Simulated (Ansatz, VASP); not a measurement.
One calculation of SiC, two programs

```
CELL_PARAMETERS angstrom
3.07600 0.00000 0.00000
-1.53800 2.66389 0.00000
0.00000 0.00000 4.99752
ATOMIC_POSITIONS crystal
Si 0.33333 0.66667 0.00450
Si 0.66667 0.33333 0.50450
C 0.33333 0.66667 0.38050
C 0.66667 0.33333 0.88050
```

Change from the starting cell: z stretched by -1 %, ions relaxed.

Alike in both runs: task relaxation of the atoms; functional PBE; k mesh 16 × 16 × 9; occupations fermi-dirac, width 0.02 eV; no spin polarisation.

|  | VASP | Ansatz |
| --- | --- | --- |
| version | VASP 6.6.1 | Ansatz 0.2.0 |
| potentials or method | VASP PAW PBE potentials, release 64 (Si, C) | plane-wave PAW, scalar-relativistic |
| plane-wave cutoff (eV) | 520 | 420 |
| valence electrons in the cell | 16 | 16 |

|  | VASP | Ansatz | Ansatz less VASP |
| --- | --- | --- | --- |
| gap on the k mesh at the Fermi level, each at its own relaxed structure (eV) | 2.40 | 2.40 | +0.003 |

Ansatz's warnings: stress scf threshold loose.
